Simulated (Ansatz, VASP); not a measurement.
## Ni in VASP and in Ansatz

```
CELL_PARAMETERS angstrom
0.00000 2.22718 2.22718
2.22718 0.00000 2.22718
2.22718 2.22718 0.00000
ATOMIC_POSITIONS crystal
Ni 0.00000 0.00000 0.00000
Ni 0.50000 0.50000 0.50000
```

Alike in both runs: task single point; functional PBE; k mesh 19 × 19 × 19; occupations fermi-dirac, width 0.05 eV; collinear spin.

|  | VASP | Ansatz |
| --- | --- | --- |
| version | VASP 6.6.1 | Ansatz 0.2.0 |
| potentials or method | VASP PAW PBE potentials, release 64 (Ni), cutoff 520 eV | plane waves (420 eV) with PAW, scalar-relativistic |
| valence electrons in the cell | 20 | 36 |

VASP gave:

| Property | Result |
| --- | --- |
| pressure (GPa) | 25.9 |
| net moment per atom (μB) | 0.42 |
| size of the moment on the site where the two differ most (μB) | 0.42 |

Task: Estimate Ansatz's values.

Result: Pressure (GPa): 26.3; net moment per atom (μB): 0.43; size of the moment on the site where the two differ most (μB): 0.44.

Site moments also hang on the region over which each program counts them. VASP's potentials hold 20 valence electrons a cell and Ansatz's 36, so a difference there can come from the potentials and not from the codes.
